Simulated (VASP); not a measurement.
K, 1 atom in the cell. It takes space group Pm-3m (No. 221, cubic). Conventional cell: a = 4.212 Å, b = 4.212 Å, c = 4.212 Å, α = 90.00°, β = 90.00°, γ = 90.00°. K (site symmetry m-3m) has 6 K at 4.21 Å within 5.5 Å. 

* Program: VASP 6.6.1
* Task: single point
* Functional: PBE
* Potentials or basis: VASP PAW PBE potentials, release 64 (K_sv)
* Cutoff: 520 eV
* k mesh: 13 × 13 × 13
* Occupations: fermi-dirac, width 0.0612256 eV
* Spin: no spin polarisation
* Dipole correction: no
* Further INCAR settings: ALGO = Normal; EDIFF = 1e-06; NBANDS = 10

Potentials or basis: VASP PAW PBE potentials, release 64 (K_sv).

Run with:

```bash
$ cat potpaw_PBE.64/K_sv/POTCAR > POTCAR
$ mpirun -np 1 vasp_std > vasp.out
```

Hardware: 1 thread of Intel(R) Xeon(R) 6975P-C (Granite Rapids), on a shared host.

Task: How long does it take, and how much memory?

Result: Run time: 12 s on 1 thread of Intel(R) Xeon(R) 6975P-C (Granite Rapids) (shared host), peak memory 0.2 GiB. Counts: scf iterations 11, k points 84.
